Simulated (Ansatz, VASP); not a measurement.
## HfC in VASP and in Ansatz

Contents of INCAR:

```
PREC     = Accurate       # precision mode
ENCUT    = 600            # plane-wave cutoff, eV
EDIFF    = 1E-6           # SCF threshold, eV
ISMEAR   = 0              # smearing method
SIGMA    = 0.1            # smearing width, eV
LREAL    = False          # projectors in reciprocal space
LASPH    = True           # aspherical terms in the spheres
NELM     = 120            # most SCF steps
ALGO     = Normal         # electronic algorithm
ISIF     = 2              # what is computed and relaxed
LWAVE    = False          # write WAVECAR
LCHARG   = False          # write CHGCAR
NBANDS   = 14             # bands
GGA_COMPAT= False
```

File KPOINTS:

```
regular mesh
0
Gamma
  6 6 6
```

File POSCAR:

```
HfC
1.0
    0.0000000000      2.3100000000      2.3100000000
    2.3100000000      0.0000000000      2.3100000000
    2.3100000000      2.3100000000      0.0000000000
Hf C
1 1
Direct
    0.0000000000      0.0000000000      0.0000000000
    0.5000000000      0.5000000000      0.5000000000
```

Input for Ansatz:

```yaml
crystal:
  lattice:
    - [0.0, 2.31, 2.31]
    - [2.31, 0.0, 2.31]
    - [2.31, 2.31, 0.0]
  atoms:
    - { symbol: Hf, position: [0.0, 0.0, 0.0] }
    - { symbol: C, position: [0.5, 0.5, 0.5] }
basis:
  ecutwfc: 420
kpoints:
  mp_grid: { grid: [6, 6, 6] }
hamiltonian:
  xc: lda
  pseudopotentials: { kind: paw, azcp: { folder: soft_1 } }
scf:
  occupations: { method: gaussian, width: 0.1 }
output:
  forces: true
  stress: true
  eigenvalues: true
```

Alike in both runs: task single point; functional LDA; k mesh 6 × 6 × 6; occupations gaussian, width 0.1 eV; no spin polarisation.

|  | VASP | Ansatz |
| --- | --- | --- |
| version | VASP 6.6.1 | Ansatz 0.2.0 |
| potentials or method | VASP PAW LDA potentials, release 64 (Hf_pv, C), cutoff 600 eV | scalar-relativistic, plane waves, PAW |
| valence electrons in the cell | 14 | 30 |

Ansatz gave:

| Item | Value |
| --- | --- |
| gap on the k mesh at the Fermi level (eV) | none |
| pressure (GPa) | -7.5 |

Q: Estimate VASP's values.

A: gap on the k mesh at the Fermi level (eV): none; pressure (GPa): -7.2.

Ansatz warns that its potentials were made for another functional, while VASP's fit it. LDA's correlation is that of Perdew and Zunger in VASP and of Perdew and Wang (1992) in Ansatz. A gap of «none» marks a metal or a gap that the smearing closes. VASP's potentials hold 14 valence electrons a cell and Ansatz's 30, so a difference there can come from the potentials and not from the codes.

The k mesh is coarse, so the values compare programs but aren't converged. Spin-orbit coupling is off throughout.
